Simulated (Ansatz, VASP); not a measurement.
## GaAs: VASP beside Ansatz

The input POSCAR:

```
GaAs
1.0
    0.0000000000      2.4414811756      2.4414811756
    2.4414811756      0.0000000000      2.4414811756
    2.4414811756      2.4414811756      0.0000000000
Ga As
1 1
Direct
    0.0000000000      0.0000000000      0.0000000000
    0.2500000000      0.2500000000      0.2500000000
```

Contents of INCAR.step1:

```
SYSTEM = GaAs
PREC = Accurate ; ENCUT = 520
ISMEAR = -1 ; SIGMA = 0.08
LREAL = .False. ; LASPH = .True.
NELM = 80 ; NBANDS = 16
GGA = PE ; ALGO = Normal
EDIFF = 1E-4 ; LWAVE = .True.
LCHARG = .False.
```

INCAR.step2

```
SYSTEM = GaAs
PREC = Accurate ; ENCUT = 520
EDIFF = 1E-6 ; ISMEAR = -1
SIGMA = 0.08 ; LREAL = .False.
LASPH = .True. ; NELM = 80
ALGO = Normal ; ISIF = 2
LWAVE = .False. ; LCHARG = .True.
METAGGA = R2SCAN ; LMIXTAU = .True.
LELF = .True. ; LVHAR = .True.
NBANDS = 16 ; ISTART = 1
```

File KPOINTS:

```
Automatic mesh
0
Gamma
  11 11 11
  0 0 0
```

Input for Ansatz:

```yaml
crystal:
  lattice:
    - [0.0, 2.4414811756, 2.4414811756]
    - [2.4414811756, 0.0, 2.4414811756]
    - [2.4414811756, 2.4414811756, 0.0]
  atoms:
    - { symbol: Ga, position: [0.0, 0.0, 0.0] }
    - { symbol: As, position: [0.25, 0.25, 0.25] }
kpoints:
  mp_grid: { grid: [11, 11, 11] }
scf:
  occupations: { method: fermi_dirac, width: 0.08 }
hamiltonian:
  xc: r2scan
  pseudopotentials: { kind: paw }
output:
  forces: true
  stress: true
  eigenvalues: true
  populations: true
```

Change from the starting cell: volume scaled by 0.64, PAW files.

Alike in both runs: task single point; functional r2SCAN; k mesh 11 × 11 × 11; occupations fermi-dirac, width 0.08 eV; no spin polarisation.

|  | VASP | Ansatz |
| --- | --- | --- |
| version | VASP 6.6.1 | Ansatz 0.2.0 |
| potentials or method | VASP PAW PBE potentials, release 64 (Ga_d, As) | PAW with Ansatz's default frozen-core files, scalar-relativistic |
| plane-wave cutoff (eV) | 520 | 500 |
| valence electrons in the cell | 18 | 28 |

|  | VASP | Ansatz | Ansatz less VASP |
| --- | --- | --- | --- |
| pressure (GPa) | 87.5 | 86.6 | -0.94 |

VASP's potentials were made for PBE, not for r2SCAN. Both programs put the cell under a high pressure, so it lies far from rest at this level. VASP's potentials hold 18 valence electrons a cell and Ansatz's 28, so a difference there can come from the potentials and not from the codes.

Noted on VASP's run: the cell as given lies far from equilibrium.
